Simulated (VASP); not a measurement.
## AlAs: relaxation of cell and atoms with PBE

AlAs:

```xyz
2
Lattice="0.0000 2.8400 2.8400 2.8400 0.0000 2.8400 2.8400 2.8400 0.0000" Properties=species:S:1:pos:R:3 pbc="T T T"
Al    0.0000    0.0000    0.0000
As    1.4200    1.4200    1.4200
```

```yaml
Program: VASP 6.6.1
Task: relaxation of cell and atoms
Functional: PBE
Potentials_or_basis: VASP PAW PBE potentials, release 64 (Al, As)
Cutoff: 500 eV
k_mesh: 8 × 8 × 8
Occupations: gaussian, width 0.02 eV
Spin: no spin polarisation
Dipole_correction: no
Further_INCAR_settings: ALGO = Normal; EDIFF = 1e-07; IBRION = 2; EDIFFG = -0.002; NSW = 100; ISIF = 3
```

```yaml
Relaxed_volume: 23.55 Å³/atom
Relaxed_cell: a = 4.054 Å, b = 4.054 Å, c = 4.054 Å, α = 60.00°, β = 60.00°, γ = 60.00°
Space_group_after_relaxing_to_0.1_Å: F-43m (No. 216)
Energy_gained_by_relaxing: 3.9 meV/atom
Ionic_steps: 3
Pressure_after_relaxing: 0.0 GPa
Band_gap_on_the_k_mesh: 1.50 eV (least direct gap 1.76 eV)
```

Step by step:
| step | energy change (eV) | largest force (eV/Å) | pressure (GPa) | volume (Å³) |
| --- | --- | --- | --- | --- |
| 1 | 0.0000 | 0.0000 | 1.98 | 45.81 |
| 2 | -0.0061 | 0.0000 | -0.85 | 47.72 |
| 3 | -0.0077 | 0.0000 | 0.01 | 47.10 |

Final structure:
```yaml
crystal:
  lattice:
    - [0.00000, 2.86630, 2.86630]
    - [2.86630, 0.00000, 2.86630]
    - [2.86630, 2.86630, 0.00000]
  atoms:
    - { symbol: Al, position: [0.00000, 0.00000, 0.00000] }
    - { symbol: As, position: [0.25000, 0.25000, 0.25000] }
```

Levels at points of the mesh, in eV from the valence-band top:
```csv
k point,band 2,band 3,band 4,band 5,band 6,band 7
"(0.00, 0.00, 0.00)",0.00,0.00,0.00,1.76,4.22,4.22
"(0.50, 0.00, 0.00)",-5.41,-0.80,-0.80,2.00,4.65,4.65
"(0.50, 0.50, 0.00)",-5.30,-2.09,-2.09,1.50,2.29,10.04
```

Wall time 22 s on 1 thread of AMD EPYC 7R43 64-Core Processor (Zen 3), with other jobs on the host, peak memory 0.14 GiB.

A k mesh can miss the band edges.
